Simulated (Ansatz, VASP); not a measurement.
## Y in VASP and in Ansatz

```
Y
1.0
     3.65615    0.00000    0.00000
    -1.82808    3.16632    0.00000
     0.00000    0.00000    5.68245
Y
2
Direct
  0.33333 0.66667 0.25000
  0.66667 0.33333 0.75000
```

Alike in both runs: functional PBE; k mesh 13 × 13 × 7; occupations fermi-dirac, width 0.05 eV; no spin polarisation.

Ansatz relaxed the structure, and its values are those at the end. VASP's run is a single point on that final structure, the one shown.

```csv
,VASP,Ansatz
version,VASP 6.6.1,Ansatz 0.2.0
potentials or method,"VASP PAW PBE potentials, release 64 (Y_sv), cutoff 520 eV","all-electron LAPW, scalar-relativistic"
```

```csv
,VASP,Ansatz,Ansatz less VASP
pressure (GPa),-0.1,0.0,+0.11
```

Ansatz ran all-electron here, and VASP with PAW potentials.
